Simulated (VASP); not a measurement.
Wanted: the native input for a VASP 6.6.1 run.

```yaml
Task: single point
Functional: LDA
Potentials_or_basis: VASP PAW LDA potentials, release 64 (Ga_d, N)
Cutoff: 520 eV
k_mesh: 8 × 8 × 8
Occupations: fermi-dirac, width 0.02 eV
Spin: no spin polarisation
Dipole_correction: no
Further_INCAR_settings: ALGO = Normal; EDIFF = 1e-07; NBANDS = 16
```

The structure of GaN lies in POSCAR:

```
GaN
1.0
    0.0000000000      2.2276639322      2.2276639322
    2.2276639322      0.0000000000      2.2276639322
    2.2276639322      2.2276639322      0.0000000000
Ga N
1 1
Direct
    0.0000000000      0.0000000000      0.0000000000
    0.7500000000      0.7500000000      0.7500000000
```

One way to write it, as run:

INCAR

```
PREC = Accurate
ENCUT = 520
EDIFF = 1E-7
ISMEAR = -1
SIGMA = 0.02
LREAL = F
LASPH = T
NELM = 80
ALGO = Normal
ISIF = 2
LWAVE = F
LCHARG = F
NBANDS = 16
```

KPOINTS

```
regular mesh
0
Gamma
  8 8 8
```

Potentials or basis: VASP PAW LDA potentials, release 64 (Ga_d, N).

The run is started by

```bash
$ cat potpaw_LDA.64/Ga_d/POTCAR potpaw_LDA.64/N/POTCAR > POTCAR
$ mpirun -np 1 vasp_std > vasp.out
```

Results of the run:

```yaml
Pressure: 1.1 GPa
Band_gap_on_the_k_mesh: 1.97 eV, direct
```

It took 4.3 s on 1 thread of Intel(R) Xeon(R) 6975P-C (Granite Rapids) (shared host), peak memory 0.13 GiB.
